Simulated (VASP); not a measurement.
Input of a VASP 6.6.1 run:

Contents of INCAR:

```
PREC = Accurate
ENCUT = 520
EDIFF = 1E-6
ISMEAR = -1
SIGMA = 0.1
LREAL = False
LASPH = True
NELM = 60
ALGO = Normal
ISIF = 2
LWAVE = False
LCHARG = False
GGA = PS
NBANDS = 10
```

Contents of KPOINTS:

```
regular mesh
0
Gamma
  14 14 14
```

The input POSCAR:

```
Ir
1.0
    2.6404741399      0.0000000000      0.0000000000
    0.0000000000      2.6404741399      0.0000000000
    0.0000000000      0.0000000000      2.6404741399
Ir
1
Direct
    0.0000000000      0.0000000000      0.0000000000
```

Potentials or basis: VASP PAW PBE potentials, release 64 (Ir).

Command:

```console
$ cat potpaw_PBE.64/Ir/POTCAR > POTCAR
$ mpirun -np 1 vasp_std > vasp.out
```

Question: Estimate the pressure.

Answer: -23.5 GPa.

Caveat: the PAW data sets were made with another functional, which shifts forces and pressure a little.
